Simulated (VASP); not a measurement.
TePb: single point with LDA

Crystal: TePb.

```
CELL_PARAMETERS angstrom
4.54395 0.00000 0.00000
-2.27198 3.93518 0.00000
0.00000 0.00000 7.92576
ATOMIC_POSITIONS crystal
Pb 0.00000 0.00000 0.00000
Pb 0.00000 0.00000 0.50000
Te 0.33333 0.66667 0.25000
Te 0.66667 0.33333 0.75000
```

* Program: VASP 6.6.1
* Task: single point
* Functional: LDA
* Potentials or basis: VASP PAW LDA potentials, release 64 (Pb_d, Te)
* Cutoff: 520 eV
* k mesh: 6 × 6 × 4
* Occupations: fermi-dirac, width 0.02 eV
* Spin: no spin polarisation

* Pressure: -2.9 GPa
* Band gap on the k mesh: zero (bands 20 and 21 overlap by 0.04 eV)

Stress tensor (GPa, compression positive):
```
-2.73  0.00  0.00
 0.00 -2.73  0.00
 0.00  0.00 -3.17
```

Levels at points of the mesh, in eV from the Fermi level:
```csv
k point,band 18,band 19,band 20,band 21,band 22,band 23
"(0.00, 0.00, 0.00)",-1.11,-1.11,-0.12,-0.04,1.87,1.87
"(0.50, 0.00, 0.00)",-1.27,-1.25,-1.08,0.06,0.79,1.86
"(0.00, 0.00, 0.50)",-1.40,-1.40,-1.40,1.96,1.96,1.96
"(0.50, 0.00, 0.50)",-2.58,-2.34,-2.34,1.86,1.86,2.63
```

Wall time 2.4 min on 1 thread of Intel Xeon 8259CL, with other jobs on the host, peak memory 0.26 GiB.

Caveat: semilocal functionals underestimate gaps, so a narrow gap can read as zero; spin-orbit coupling is left out, which moves the levels of the heavy elements.
